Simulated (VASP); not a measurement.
Si2As3:

```
Si As
1.0
     3.69000    0.00000    0.00000
    -1.84500    3.19563    0.00000
     0.00000    0.00000   18.94000
Si As
4 6
Direct
  0.00000 0.00000 0.75700
  0.00000 0.00000 0.63250
  0.00000 0.00000 0.24300
  0.00000 0.00000 0.36750
  0.33333 0.66667 0.03700
  0.66667 0.33333 0.96300
  0.33333 0.66667 0.81500
  0.33333 0.66667 0.57400
  0.66667 0.33333 0.18500
  0.66667 0.33333 0.42600
```

| Quantity | Value |
| --- | --- |
| Program | VASP 6.6.1 |
| Task | relaxation of cell and atoms |
| Functional | PBE |
| Potentials or basis | VASP PAW PBE potentials, release 64 (Si, As) |
| Cutoff | 600 eV |
| k mesh | 5 × 5 × 1 |
| Occupations | gaussian, width 0.2 eV |
| Spin | no spin polarisation |

At the start: pressure 1.4 GPa; volume 22.33 Å³/atom.

Task: Where does the relaxation end?

Result: Over 13 steps the energy falls by 16.6 meV/atom and the volume is 24.95 Å³/atom (+11.7 %); space group P-3m1 (No. 164, to 0.1 Å) before and after.

The path:
```tsv
step	energy change (eV)	largest force (eV/Å)	pressure (GPa)	volume (Å³)
1	0.0000	0.5192	1.37	223.34
2	-0.0501	0.2520	-0.17	229.56
3	-0.0504	0.2523	-0.30	230.10
4	-0.0609	0.1579	0.16	229.88
5	-0.0611	0.1865	0.23	229.85
6	-0.0726	0.1683	0.20	230.85
7	-0.0994	0.1230	0.15	233.84
8	-0.1214	0.3224	0.15	239.81
9	-0.1315	0.2808	0.11	240.96
10	-0.1536	0.1495	0.03	244.36
11	-0.1616	0.2213	-0.02	251.02
12	-0.1643	0.1246	0.00	248.70
13	-0.1662	0.0757	0.04	249.54
```

Final structure:
```yaml
crystal:
  lattice:
    - [3.69900, 0.00000, 0.00000]
    - [-1.84950, 3.20342, 0.00000]
    - [0.00000, 0.00000, 21.05915]
  atoms:
    - { symbol: Si, position: [0.00000, 0.00000, 0.75153] }
    - { symbol: Si, position: [0.00000, 0.00000, 0.63906] }
    - { symbol: Si, position: [0.00000, 0.00000, 0.24847] }
    - { symbol: Si, position: [0.00000, 0.00000, 0.36094] }
    - { symbol: As, position: [0.33333, 0.66667, 0.03237] }
    - { symbol: As, position: [0.66667, 0.33333, 0.96763] }
    - { symbol: As, position: [0.33333, 0.66667, 0.80404] }
    - { symbol: As, position: [0.33333, 0.66667, 0.58675] }
    - { symbol: As, position: [0.66667, 0.33333, 0.19596] }
    - { symbol: As, position: [0.66667, 0.33333, 0.41325] }
```

Caveat: this functional lacks dispersion, which binds the layers, so the pressure and a relaxed spacing across them are unreliable; the relaxation stopped at a loose force limit of 0.08 eV/Å, so its end isn't a converged minimum.
